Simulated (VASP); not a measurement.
Input of a VASP 6.6.1 run:

The input INCAR:

```
ALGO = Normal
EDIFF = 1E-6
ENCUT = 600
GGA = PS
GGA_COMPAT = F
ISIF = 2
ISMEAR = 0
LASPH = T
LCHARG = T
LELF = T
LREAL = F
LVHAR = T
LWAVE = F
NBANDS = 26
NELM = 120
PREC = Accurate
SIGMA = 0.05
```

The input KPOINTS:

```
k-points
0
Gamma
  5 5 5
```

File POSCAR:

```
AlCu3
1.0
    0.0000000000      2.8831363269      2.8831363269
    2.8831363269      0.0000000000      2.8831363269
    2.8831363269      2.8831363269      0.0000000000
Al Cu
1 3
Direct
    0.0000000000      0.0000000000      0.0000000000
    0.5000000000      0.5000000000      0.5000000000
    0.2500000000      0.2500000000      0.2500000000
    0.7500000000      0.7500000000      0.7500000000
```

Potentials or basis: VASP PAW PBE potentials, release 64 (Al, Cu).

Command:

```sh
$ cat potpaw_PBE.64/Al/POTCAR potpaw_PBE.64/Cu/POTCAR > POTCAR
$ mpirun -np 1 vasp_std > vasp.out
```

Q: Predict the pressure.

A: 0.8 GPa.

Q: What does it give for the band gap on the k mesh?

A: Zero (bands 18 and 19 overlap by 5.13 eV).

Caveat: the k points lie up to 0.38 Å⁻¹ apart, too coarse for converged energies and pressures of a metal; the PAW data sets were made with another functional, which shifts forces and pressure a little.
